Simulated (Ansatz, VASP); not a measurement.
Ge4Pd: VASP beside Ansatz

```
CELL_PARAMETERS angstrom
3.28068 0.00000 0.00000
-1.64034 2.84115 0.00000
0.00000 0.00000 9.80534
ATOMIC_POSITIONS crystal
Ge 0.33333 0.66667 0.81535
Ge 0.33333 0.66667 0.39438
Ge 0.66667 0.33333 0.18465
Ge 0.66667 0.33333 0.60562
Pd 0.00000 0.00000 0.00000
```

Change from the starting cell: species swapped into the Co4H type (P-3m1, No. 164).

Alike in both runs: functional PBE; k mesh 6 × 6 × 2; occupations gaussian, width 0.1 eV; no spin polarisation.

Ansatz relaxed the structure, and its values are those at the end. VASP's run is a single point on that final structure, the one shown.

```csv
,VASP,Ansatz
version,VASP 6.6.1,Ansatz 0.2.0
potentials or method,"VASP PAW PBE potentials, release 64 (Ge_d, Pd), cutoff 520 eV","scalar-relativistic, plane waves, PAW"
valence electrons in the cell,66,74
```

VASP gave:

| Item | Value |
| --- | --- |
| gap on the k mesh at the Fermi level (eV) | none |
| pressure (GPa) | 0.1 |
| rms of the force components (eV/Å) | 0.012 |

Which values does Ansatz return?

gap on the k mesh at the Fermi level (eV): none; pressure (GPa): 0.1; rms of the force components (eV/Å): 0.013.

A gap of «none» marks a metal or a gap that the smearing closes. With one functional, cell and mesh, what is left measures potentials, basis and numerics. VASP's potentials hold 66 valence electrons a cell and Ansatz's 74, so a difference there can come from the potentials and not from the codes.

The k mesh is coarse, so the values compare programs but aren't converged.
